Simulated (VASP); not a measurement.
TaN: electric field gradients with PBEsol

TaN:

```
Ta N
1.0
     0.00000    2.13490    2.13490
     2.13490    0.00000    2.13490
     2.13490    2.13490    0.00000
Ta N
1 1
Direct
  0.50000 0.50000 0.50000
  0.00000 0.00000 0.00000
```

This cell differs from its parent crystal: volume scaled by 0.9405.

| Quantity | Value |
| --- | --- |
| Program | VASP 6.6.1 |
| Task | electric field gradients |
| Functional | PBEsol |
| Potentials or basis | VASP PAW PBE potentials, release 64 (Ta_pv, N) |
| Cutoff | 520 eV |
| k mesh | 9 × 9 × 9 |
| Occupations | fermi-dirac, width 0.02 eV |
| Spin | no spin polarisation |
| Dipole correction | no |
| Further INCAR settings | ALGO = Normal; EDIFF = 1e-08; NBANDS = 15 |

- Pressure: 32.2 GPa
- Band gap on the k mesh: zero (band 8 reaches 12.18 eV, above the bottom of band 9 at 8.01 eV)

Levels at points of the mesh, in eV from the Fermi level:
```tsv
k point	band 6	band 7	band 8	band 9	band 10	band 11
(0.00, 0.00, 0.00)	-3.92	-3.92	-2.27	-2.27	-2.27	0.16
```

It took 9.7 s on 1 thread of Intel Xeon 6975P-C, with other jobs on the host, peak memory 0.15 GiB.

Caveat: without QUAD_EFG the Cq values of the log hold for a quadrupole moment of 1 mb, not for the nuclei; the PAW data sets were made with another functional, which shifts forces and pressure a little; spin-orbit coupling is left out, which moves the levels of the heavy elements.
